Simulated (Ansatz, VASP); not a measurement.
One calculation of AlN, two programs

```xyz
8
Lattice="-1.6378 2.8368 0.0000 0.0000 0.0000 4.1006 4.9135 2.8368 0.0000" Properties=species:S:1:pos:R:3 pbc="T T T"
Al    0.3720    1.5192    3.0755
Al    1.6378    4.7280    3.0755
Al    1.6378    0.9456    1.0252
Al    3.2757    3.7824    1.0252
N     0.0000    1.8912    1.0252
N     1.6378    4.7280    1.0252
N     1.6378    0.9456    3.0755
N     3.2757    3.7824    3.0755
```

Alike in both runs: task single point; functional LDA; k mesh 8 × 6 × 4; occupations gaussian, width 0.05 eV; no spin polarisation.

|  | VASP | Ansatz |
| --- | --- | --- |
| version | VASP 6.6.1 | Ansatz 0.2.0 |
| potentials or method | VASP PAW LDA potentials, release 64 (Al, N), cutoff 520 eV | scalar-relativistic, plane waves, PAW |
| valence electrons in the cell | 32 | 32 |

```tsv
	VASP	Ansatz	Ansatz less VASP
gap on the k mesh at the Fermi level (eV)	3.39	3.38	-0.008
least direct gap on the mesh (eV)	3.39	3.38	-0.008
pressure (GPa)	20.6	19.8	-0.79
traceless stress, the component that is largest in VASP (GPa)	32.57	32.21	-0.355
rms of the force components (eV/Å)	7.347	7.294	-0.0536
```

Ansatz warns that its potentials were made for another functional, while VASP's fit it. LDA's correlation is that of Perdew and Zunger in VASP and of Perdew and Wang (1992) in Ansatz. Atom by atom the forces differ by 0.055 eV/Å (rms over components).
